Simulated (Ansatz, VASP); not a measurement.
# Two plane-wave programs on TaTiSi4

```
Ti Ta Si
1.0
     0.00000    4.13957    4.35558
     2.39480    0.00000    4.35558
     2.39480    4.13957    0.00000
Ti Ta Si
1 1 4
Direct
  0.75000 0.75000 0.75000
  0.50000 0.50000 0.50000
  0.09600 0.40400 0.09600
  0.40400 0.09600 0.40400
  0.16040 0.83960 0.16040
  0.83960 0.16040 0.83960
```

Alike in both runs: functional PBE; k mesh 4 × 4 × 4; occupations gaussian, width 0.1 eV; no spin polarisation.

Ansatz relaxed the structure, and its values are those at the end. VASP's run is a single point on that final structure, the one shown.

|  | VASP | Ansatz |
| --- | --- | --- |
| version | VASP 6.6.1 | Ansatz 0.2.0 |
| potentials or method | VASP PAW PBE potentials, release 64 (Ti_sv, Ta_pv, Si), cutoff 500 eV | scalar-relativistic, plane waves, PAW |
| valence electrons in the cell | 39 | 41 |

VASP gave:

```
gap on the k mesh at the Fermi level (eV) : none
pressure (GPa)                            : 0.0
rms of the force components (eV/Å)        : 0.004
```

**Question.** Estimate Ansatz's values.

**Answer.** gap on the k mesh at the Fermi level (eV): none; pressure (GPa): 0.0; rms of the force components (eV/Å): 0.003.

A gap of «none» marks a metal or a gap that the smearing closes. VASP's potentials hold 39 valence electrons a cell and Ansatz's 41, so a difference there can come from the potentials and not from the codes.

The k mesh is coarse, so the values compare programs but aren't converged. Neither program's run includes spin-orbit coupling.
